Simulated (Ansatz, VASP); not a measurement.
Al2InN3: VASP beside Ansatz

The input INCAR:

```
ALGO = Normal ; EDIFF = 1E-7
ENCUT = 520 ; GGA = PE
ISIF = 2 ; ISMEAR = 0
LASPH = True ; LCHARG = False
LREAL = False ; LWAVE = False
NBANDS = 46 ; NELM = 100
PREC = Accurate ; SIGMA = 0.05
```

KPOINTS

```
k-points
0
Gamma
  6 6 6
```

POSCAR

```
Al2InN3
1.0
    4.7115390313     -2.7096342443      0.0000000000
    4.7115390313      2.7096342443      0.0000000000
    0.0000000000      0.0000000000      5.0301775001
Al In N
4 2 6
Direct
    0.0084427086      0.3348641725      0.9917411822
    0.6651358275      0.9915572914      0.9917411822
    0.9915572914      0.6651358275      0.4917411822
    0.3348641725      0.0084427086      0.4917411822
    0.3220722962      0.6779277038      0.9869930315
    0.6779277038      0.3220722962      0.4869930315
    0.0367610679      0.3336262977      0.3556963910
    0.6663737023      0.9632389321      0.3556963910
    0.9632389321      0.6663737023      0.8556963910
    0.3336262977      0.0367610679      0.8556963910
    0.2982358752      0.7017641248      0.4061317922
    0.7017641248      0.2982358752      0.9061317922
```

Input for Ansatz:

```yaml
crystal:
  lattice:
    - [4.7115390313, -2.7096342443, 0.0]
    - [4.7115390313, 2.7096342443, 0.0]
    - [0.0, 0.0, 5.0301775001]
  atoms:
    - { symbol: Al, position: [0.0084427086, 0.3348641725, 0.9917411822] }
    - { symbol: Al, position: [0.6651358275, 0.9915572914, 0.9917411822] }
    - { symbol: Al, position: [0.9915572914, 0.6651358275, 0.4917411822] }
    - { symbol: Al, position: [0.3348641725, 0.0084427086, 0.4917411822] }
    - { symbol: In, position: [0.3220722962, 0.6779277038, 0.9869930315] }
    - { symbol: In, position: [0.6779277038, 0.3220722962, 0.4869930315] }
    - { symbol: "N", position: [0.0367610679, 0.3336262977, 0.355696391] }
    - { symbol: "N", position: [0.6663737023, 0.9632389321, 0.355696391] }
    - { symbol: "N", position: [0.9632389321, 0.6663737023, 0.855696391] }
    - { symbol: "N", position: [0.3336262977, 0.0367610679, 0.855696391] }
    - { symbol: "N", position: [0.2982358752, 0.7017641248, 0.4061317922] }
    - { symbol: "N", position: [0.7017641248, 0.2982358752, 0.9061317922] }
basis:
  ecutwfc: 520.0
kpoints:
  mp_grid: { grid: [6, 6, 6] }
hamiltonian:
  xc: pbe
  pseudopotentials: { kind: paw, azcp: { folder: soft_1 } }
scf:
  occupations: { method: gaussian, width: 0.05 }
output:
  forces: true
  stress: true
  eigenvalues: true
```

Change from the starting cell: volume 10.703 Å^3 an atom, stretch along b over the lengths across it, relative to the relaxed cell 1.0000.

Alike in both runs: task single point; functional PBE; k mesh 6 × 6 × 6; occupations gaussian, width 0.05 eV; no spin polarisation.

|  | VASP | Ansatz |
| --- | --- | --- |
| version | VASP 6.6.1 | Ansatz 0.2.0 |
| potentials or method | VASP PAW PBE potentials, release 64 (Al, In_d, N), cutoff 520 eV | scalar-relativistic, plane waves, PAW |
| valence electrons in the cell | 68 | 68 |

```tsv
	VASP	Ansatz	Ansatz less VASP
gap on the k mesh at the Fermi level (eV)	2.90	2.90	-0.004
least direct gap on the mesh (eV)	2.90	2.90	-0.004
rms of the force components (eV/Å)	0.059	0.053	-0.0065
```

Atom by atom the forces differ by 0.009 eV/Å (rms over components). With one functional, cell and mesh, what is left measures potentials, basis and numerics.
